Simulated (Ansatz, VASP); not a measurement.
# One calculation of C, two programs

INCAR

```
PREC = Accurate
ENCUT = 520
EDIFF = 1E-6
ISMEAR = 0
SIGMA = 0.15
LREAL = F
LASPH = T
NELM = 60
ALGO = Normal
ISIF = 2
LWAVE = F
LCHARG = T
GGA = PE
IVDW = 12
LELF = T
LVHAR = T
NBANDS = 26
```

File KPOINTS:

```
Automatic mesh
0
Gamma
  22 22 4
```

Contents of POSCAR:

```
C
1.0
   -1.2324898335     -2.1347350114      0.0000000000
    1.2324898335     -2.1347350114      0.0000000000
    0.0000000000      0.0000000000     16.4768657407
C
8
Direct
    1.0000000000      1.0000000000      0.7156448238
    1.0000000000      1.0000000000      0.3066815552
    0.0000000000      0.0000000000      0.1021999208
    0.0000000000      0.0000000000      0.5111631895
    0.6666666667      0.6666666667      0.7156448238
    0.6666666667      0.6666666667      0.3066815552
    0.3333333333      0.3333333333      0.1021999208
    0.3333333333      0.3333333333      0.5111631895
```

Input for Ansatz:

```yaml
crystal:
  lattice:
    - [-1.2324898335, -2.1347350114, 0.0]
    - [1.2324898335, -2.1347350114, 0.0]
    - [0.0, 0.0, 16.4768657407]
  atoms:
    - { symbol: C, position: [1.0, 1.0, 0.7156448238] }
    - { symbol: C, position: [1.0, 1.0, 0.3066815552] }
    - { symbol: C, position: [0.0, 0.0, 0.1021999208] }
    - { symbol: C, position: [0.0, 0.0, 0.5111631895] }
    - { symbol: C, position: [0.6666666667, 0.6666666667, 0.7156448238] }
    - { symbol: C, position: [0.6666666667, 0.6666666667, 0.3066815552] }
    - { symbol: C, position: [0.3333333333, 0.3333333333, 0.1021999208] }
    - { symbol: C, position: [0.3333333333, 0.3333333333, 0.5111631895] }
basis:
  ecutwfc: 420
kpoints:
  mp_grid: { grid: [22, 22, 4] }
hamiltonian:
  xc: pbe
  dispersion: d3bj
scf:
  occupations: { method: gaussian, width: 0.15 }
output:
  forces: true
  stress: true
  eigenvalues: true
```

Alike in both runs: task single point; functional PBE; dispersion D3(BJ); k mesh 22 × 22 × 4; occupations gaussian, width 0.15 eV; no spin polarisation.

|  | VASP | Ansatz |
| --- | --- | --- |
| version | VASP 6.6.1 | Ansatz 0.2.0 |
| potentials or method | VASP PAW PBE potentials, release 64 (C), cutoff 520 eV | scalar-relativistic, plane waves, PAW |
| valence electrons in the cell | 32 | 32 |

Ansatz gave:

| Quantity | Value |
| --- | --- |
| gap on the k mesh at the Fermi level (eV) | 0.39 |
| least direct gap on the mesh (eV) | 0.39 |
| pressure (GPa) | 0.0 |
| traceless stress, the component that is largest in VASP (GPa) | -0.04 |
| rms of the force components (eV/Å) | 0.004 |

Task: What did VASP give for the same quantities?

Result: gap on the k mesh at the Fermi level (eV): 0.39; least direct gap on the mesh (eV): 0.39; pressure (GPa): 0.4; traceless stress, the component that is largest in VASP (GPa): -0.48; rms of the force components (eV/Å): 0.005.

Atom by atom the forces differ by 0.000 eV/Å (rms over components).
